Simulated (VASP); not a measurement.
# C (P6_3/mmc) in VASP: a series of runs, part 2 of 2

VASP 6.6.1.

### 3 Relaxation of cell and atoms, PBEsol, target pressure 7 GPa, at which the enthalpy is minimised

File INCAR:

```
PREC = Accurate ; ENCUT = 600
EDIFF = 1E-7 ; ISMEAR = 0
SIGMA = 0.01 ; LREAL = False
LASPH = True ; NELM = 120
ALGO = Normal ; ISIF = 3
LWAVE = False ; LCHARG = False
GGA = PS ; IBRION = 2
NSW = 100 ; EDIFFG = -0.002
PSTRESS = 70.0 ; GGA_COMPAT = False
NELMIN = 4
```

File KPOINTS:

```
Automatic mesh
0
Gamma
  10 10 4
```

File POSCAR:

```
C
1.0
    2.4588354590      0.0000000000      0.0000000000
   -1.2294177295      2.1294139712      0.0000000000
    0.0000000000      0.0000000000      7.2856777555
C
4
Direct
    0.0000000000      0.0000000000      0.0025001780
    0.0000000000      0.0000000000      0.5025001780
    0.3333333333      0.6666666667      0.0024998220
    0.6666666667      0.3333333333      0.5024998220
```

Potentials or basis: VASP PAW PBE potentials, release 64 (C).

The run is started by

```
> cat potpaw_PBE.64/C/POTCAR > POTCAR
> mpirun -np 1 vasp_std > vasp.out
```

OUTCAR:

```text
PREC = Accurate
   ENCUT = 600
   EDIFF = 1E-7
   ISMEAR = 0
   LREAL = False
   LASPH = True
   NELM = 120
   ISIF = 3
   GGA = PS
   IBRION = 2
   NSW = 100
   EDIFFG = -0.002
   PSTRESS = 70.0
   NELMIN = 4

 ion  position               nearest neighbor table
   1  0.000  0.000  0.003-   3 1.42   3 1.42   3 1.42
   2  0.000  0.000  0.503-   4 1.42   4 1.42   4 1.42
   3  0.333  0.667  0.002-   1 1.42   1 1.42   1 1.42
   4  0.667  0.333  0.502-   2 1.42   2 1.42   2 1.42

  LATTYP: Found a hexagonal cell.
 ALAT       =     2.4588354590
 C/A-ratio  =     2.9630603092

  Lattice vectors:

 A1 = (   2.4588354590,   0.0000000000,   0.0000000000)
 A2 = (  -1.2294177295,   2.1294139712,   0.0000000000)
 A3 = (   0.0000000000,   0.0000000000,   7.2856777555)

Analysis of symmetry for initial positions (statically):
[... 665 lines left out ...]

  enthalpy is  TOTEN    =       -36.9524846583 eV   P V=        1.6227675822

[... ionic steps 4 to 10 ...]

--------------------------------------- Ionic step       11  -------------------------------------------

 number of electron      16.0000001 magnetization

------------------------ aborting loop because EDIFF is reached ----------------------------------------
[... 75 lines left out ...]
--------------------------------------- Ionic step       13  -------------------------------------------

 number of electron      16.0000001 magnetization

 Free energy of the ion-electron system (eV)
  ---------------------------------------------------
  ext. energy  EPLUGINS =         0.00000000
  ---------------------------------------------------
  free energy    TOTEN  =       -38.51120993 eV

  energy without entropy =      -38.51120993  energy(sigma->0) =      -38.51120993

 E-fermi :   5.4402     XC(G=0): -11.2840

 val. band max:        5.3894492131   @ k =   0.3000   0.3000   0.0000
 cond. band min:       6.1479681040   @ k =   0.3000   0.3000   0.0000
 fundamental gap:      0.7585188909
 Fermi energy:         5.4401502273

 k-point     1 :       0.0000    0.0000    0.0000
  band No.  band energies     occupation
      1     -14.2863      2.00000
      2     -13.6528      2.00000
      3      -3.5740      2.00000
      4      -0.3514      2.00000
      5       2.7023      2.00000
      6       2.7023      2.00000
      7       2.7506      2.00000
      8       2.7506      2.00000
      9      10.6594      0.00000
     10      14.0991      0.00000
     11      14.0991      0.00000
     12      14.2175      0.00000
[... 380 lines left out ...]
  energy  without entropy=      -38.5112099277  energy(sigma->0) =      -38.51120993

  enthalpy is  TOTEN    =       -37.1358004492 eV   P V=        1.3754094785

 reached required accuracy - stopping structural energy minimisation
```

OSZICAR:

```text
N       E                     dE             d eps       ncg     rms          rms(c)
DAV:   1     0.541356699611E+02    0.54136E+02   -0.87822E+03  1008   0.138E+03
DAV:   2    -0.366535004241E+02   -0.90789E+02   -0.81862E+02  1420   0.233E+02
DAV:   3    -0.409825200917E+02   -0.43290E+01   -0.42977E+01  1300   0.522E+01
DAV:   4    -0.410375754767E+02   -0.55055E-01   -0.54995E-01  1256   0.697E+00
[... 122 lines left out ...]
       N       E                     dE             d eps       ncg     rms          rms(c)
DAV:   1    -0.385112244586E+02    0.39285E-03   -0.53677E-04  1008   0.193E-01    0.155E-02
DAV:   2    -0.385112140105E+02    0.10448E-04   -0.13274E-05  1080   0.289E-02    0.824E-03
DAV:   3    -0.385112099159E+02    0.40946E-05   -0.13091E-05  1172   0.254E-02    0.208E-03
DAV:   4    -0.385112099277E+02   -0.11728E-07   -0.20847E-07   996   0.383E-03
  13 F= -.37135800E+02 E0= -.37135800E+02  d E =-.343195E-05
```

CONTCAR:

```text
C
   1.00000000000000
     2.4463040515691121   -0.0000000000000000   -0.0000000000000000
    -1.2231520257845561    2.1185614540120197   -0.0000000000000000
    -0.0000000000000000   -0.0000000000000000    6.0742554835709726
  C
     4
Direct
     0.0000000000000000    0.0000000000000000    0.0025001779999982
     0.0000000000000000    1.0000000000000000    0.5025001779999982
     0.3333333332999970    0.6666666667000030    0.0024998219999972
     0.6666666667000030    0.3333333332999970    0.5024998219999972

  0.00000000E+00  0.00000000E+00  0.00000000E+00
  0.00000000E+00  0.00000000E+00  0.00000000E+00
  0.00000000E+00  0.00000000E+00  0.00000000E+00
  0.00000000E+00  0.00000000E+00  0.00000000E+00
```

It took 1.8 min on 1 thread of Intel Xeon Platinum 8488C (Sapphire Rapids), shared host; peak memory 0.16 GiB.

Results:

| Quantity | Value |
| --- | --- |
| Free energy | -38.5112 eV |
| Relaxed volume | 7.87 Å³/atom |
| Relaxed cell | a = 2.446 Å, b = 2.446 Å, c = 6.074 Å, α = 90.00°, β = 90.00°, γ = 120.00° |
| Space group after relaxing (to 0.1 Å) | P6_3/mmc (No. 194) |
| Energy change on relaxing (the run minimises the enthalpy) | +21.5 meV/atom |
| Ionic steps | 13 |
| Pressure after relaxing | 7.0 GPa |

Step by step:
| step | energy change (eV) | largest force (eV/Å) | pressure (GPa) | volume (Å³) |
| --- | --- | --- | --- | --- |
| 1 | 0.0000 | 0.0000 | 0.23 | 38.15 |
| 2 | 0.1055 | 0.0000 | 16.52 | 35.96 |
| 3 | 0.0220 | 0.0000 | 7.20 | 37.14 |
| 4 | 0.0201 | 0.0000 | 7.17 | 36.12 |
| 5 | 0.0415 | 0.0000 | 7.61 | 33.05 |
| 6 | 0.6160 | 0.0000 | 16.64 | 26.86 |
| 7 | 0.0630 | 0.0000 | 8.00 | 32.15 |
| 8 | 0.0978 | 0.0000 | 8.60 | 31.23 |
| 9 | 0.0916 | 0.0000 | 8.49 | 31.37 |
| 10 | 0.0750 | 0.0000 | -0.08 | 32.10 |
| 11 | 0.0856 | 0.0000 | 6.98 | 31.49 |
| 12 | 0.0857 | 0.0000 | 7.01 | 31.49 |
| 13 | 0.0861 | 0.0000 | 7.02 | 31.48 |

Final structure:
```cif
data_structure
_symmetry_space_group_name_H-M 'P 1'
_symmetry_Int_Tables_number 1
_cell_length_a 2.4463
_cell_length_b 2.4463
_cell_length_c 6.0743
_cell_angle_alpha 90.000
_cell_angle_beta 90.000
_cell_angle_gamma 120.000
_cell_volume 31.48
loop_
_atom_site_label
_atom_site_type_symbol
_atom_site_fract_x
_atom_site_fract_y
_atom_site_fract_z
_atom_site_occupancy
C1 C 0.00000 0.00000 0.00250 1
C2 C 0.00000 0.00000 0.50250 1
C3 C 0.33333 0.66667 0.00250 1
C4 C 0.66667 0.33333 0.50250 1
```

Caveat: the cell is relaxed towards a set pressure, so the run minimises the enthalpy, not the energy; the volume moved by over 15 % at a fixed basis, so the end points are rough; this functional lacks dispersion, which binds the layers, so the pressure and a relaxed spacing across them are unreliable; the PAW data sets were made with another functional, which shifts forces and pressure a little.

### 4 Relaxation of cell and atoms, PBEsol, target pressure 10 GPa, at which the enthalpy is minimised

File INCAR:

```
SYSTEM = C
ALGO = Normal
EDIFF = 1E-7
EDIFFG = -0.002
ENCUT = 600
GGA = PS
GGA_COMPAT = .FALSE.
IBRION = 2
ISIF = 3
ISMEAR = 0
LASPH = .TRUE.
LCHARG = .FALSE.
LREAL = .FALSE.
LWAVE = .FALSE.
NELM = 120
NELMIN = 4
NSW = 100
PREC = Accurate
PSTRESS = 100.0
SIGMA = 0.01
```

File KPOINTS:

```
k-points
0
G
  10 10 4
  0 0 0
```

POSCAR is that of step 3.

The run is started by

```
> cat potpaw_PBE.64/C/POTCAR > POTCAR
> mpirun -np 1 vasp_std > vasp.out
```

It took 1.8 min on 1 thread of Intel Xeon Platinum 8488C (Sapphire Rapids), shared host; peak memory 0.16 GiB.

The run converged. Its results:

```
Free energy                                                : -38.4578 eV
Relaxed volume                                             : 7.62 Å³/atom
Relaxed cell                                               : a = 2.442 Å, b = 2.442 Å, c = 5.901 Å, α = 90.00°, β = 90.00°, γ = 120.00°
Space group after relaxing (to 0.1 Å)                      : P6_3/mmc (No. 194)
Energy change on relaxing (the run minimises the enthalpy) : +34.9 meV/atom
Ionic steps                                                : 10
Pressure after relaxing                                    : 10.0 GPa
```

The path:
| step | energy change (eV) | largest force (eV/Å) | pressure (GPa) | volume (Å³) |
| --- | --- | --- | --- | --- |
| 1 | 0.0000 | 0.0000 | 0.23 | 38.15 |
| 2 | 0.2274 | 0.0000 | 25.23 | 35.02 |
| 3 | 0.0423 | 0.0000 | 10.13 | 36.77 |
| 4 | 0.0384 | 0.0000 | 10.05 | 35.41 |
| 5 | 0.0981 | 0.0000 | 11.05 | 31.33 |
| 6 | 0.2158 | 0.0000 | 12.91 | 29.44 |
| 7 | 0.1415 | 0.0000 | 11.75 | 30.45 |
| 8 | 0.1493 | 0.0000 | 11.87 | 30.32 |
| 9 | 0.1184 | 0.0000 | 2.26 | 31.08 |
| 10 | 0.1395 | 0.0000 | 9.99 | 30.46 |

Final structure:
```xyz
4
Lattice="2.4416 0.0000 0.0000 -1.2208 2.1145 0.0000 0.0000 0.0000 5.9010" Properties=species:S:1:pos:R:3 pbc="T T T"
C     2.4416    0.0000    0.0148
C    -1.2208    2.1145    2.9653
C     0.0000    1.4096    0.0148
C     1.2208    0.7048    2.9653
```

Caveat: the cell is relaxed towards a set pressure, so the run minimises the enthalpy, not the energy; the volume moved by over 15 % at a fixed basis, so the end points are rough; this functional lacks dispersion, which binds the layers, so the pressure and a relaxed spacing across them are unreliable; the PAW data sets were made with another functional, which shifts forces and pressure a little.

### 5 Relaxation of cell and atoms, PBEsol, target pressure 15 GPa, at which the enthalpy is minimised

File INCAR:

```
SYSTEM = C
PREC = Accurate
ENCUT = 600
EDIFF = 1E-7
ISMEAR = 0
SIGMA = 0.01
LREAL = .False.
LASPH = .True.
NELM = 120
ALGO = Normal
ISIF = 3
LWAVE = .False.
LCHARG = .False.
GGA = PS
IBRION = 2
NSW = 100
EDIFFG = -0.002
PSTRESS = 150.0
GGA_COMPAT = .False.
NELMIN = 4
```

File KPOINTS:

```
regular mesh
0
Gamma
  10 10 4
  0 0 0
```

POSCAR is that of step 4.

The run is started by

```
> cat potpaw_PBE.64/C/POTCAR > POTCAR
> mpirun -np 1 vasp_std > vasp.out
```

It took 1.7 min on 1 thread of Intel Xeon Platinum 8488C (Sapphire Rapids), shared host; peak memory 0.16 GiB.

It converged, with:

```yaml
Free_energy: -38.3611 eV
Relaxed_volume: 7.30 Å³/atom
Relaxed_cell: a = 2.434 Å, b = 2.434 Å, c = 5.694 Å, α = 90.00°, β = 90.00°, γ = 120.00°
Space_group_after_relaxing_to_0.1_Å: P6_3/mmc (No. 194)
Energy_change_on_relaxing_the_run_minimises_the_enthalpy: +59.1 meV/atom
Ionic_steps: 13
Pressure_after_relaxing: 15.0 GPa
```

The path:
```csv
step,energy change (eV),largest force (eV/Å),pressure (GPa),volume (Å³)
1,0.0000,0.0000,0.23,38.15
2,0.5442,0.0000,41.73,33.49
3,0.0877,0.0000,14.92,36.19
4,0.0776,0.0000,14.68,34.34
5,0.2852,0.0000,17.64,28.73
6,0.2249,0.0000,16.76,29.36
7,0.2485,0.0000,17.10,29.09
8,0.1960,0.0000,7.11,29.81
9,0.2337,0.0000,14.97,29.24
10,0.2339,0.0000,15.01,29.24
11,0.2351,0.0000,15.03,29.23
12,0.2354,0.0000,15.02,29.22
13,0.2362,0.0000,15.03,29.21
```

Final structure:
```cif
data_structure
_symmetry_space_group_name_H-M 'P 1'
_symmetry_Int_Tables_number 1
_cell_length_a 2.4340
_cell_length_b 2.4340
_cell_length_c 5.6941
_cell_angle_alpha 90.000
_cell_angle_beta 90.000
_cell_angle_gamma 120.000
_cell_volume 29.21
loop_
_atom_site_label
_atom_site_type_symbol
_atom_site_fract_x
_atom_site_fract_y
_atom_site_fract_z
_atom_site_occupancy
C1 C 0.00000 0.00000 0.00250 1
C2 C 0.00000 0.00000 0.50250 1
C3 C 0.33333 0.66667 0.00250 1
C4 C 0.66667 0.33333 0.50250 1
```

Caveat: the cell is relaxed towards a set pressure, so the run minimises the enthalpy, not the energy; the volume moved by over 15 % at a fixed basis, so the end points are rough; this functional lacks dispersion, which binds the layers, so the pressure and a relaxed spacing across them are unreliable; the PAW data sets were made with another functional, which shifts forces and pressure a little.

### 6 Overview

| cell | pressure (GPa) |
| --- | --- |
| relaxed to 4 GPa | 4.0 |
| relaxed to 7 GPa | 7.0 |
| relaxed to 10 GPa | 10.0 |
| relaxed to 15 GPa | 15.0 |

Alike in all rows: task relaxation of cell and atoms; level PBEsol; potentials or basis VASP PAW PBE potentials, release 64 (C); no spin polarisation; k mesh 10 × 10 × 4; cutoff (eV) 600; smearing gaussian 0.01 eV.

Caveats: the cell is relaxed towards a set pressure, so the run minimises the enthalpy, not the energy; this functional lacks dispersion, which binds the layers, so the pressure and a relaxed spacing across them are unreliable; the PAW data sets were made with another functional, which shifts forces and pressure a little; the volume moved by over 15 % at a fixed basis, so the end points are rough (at least some runs).

Absolute energies hang on the potentials; compare differences alone.
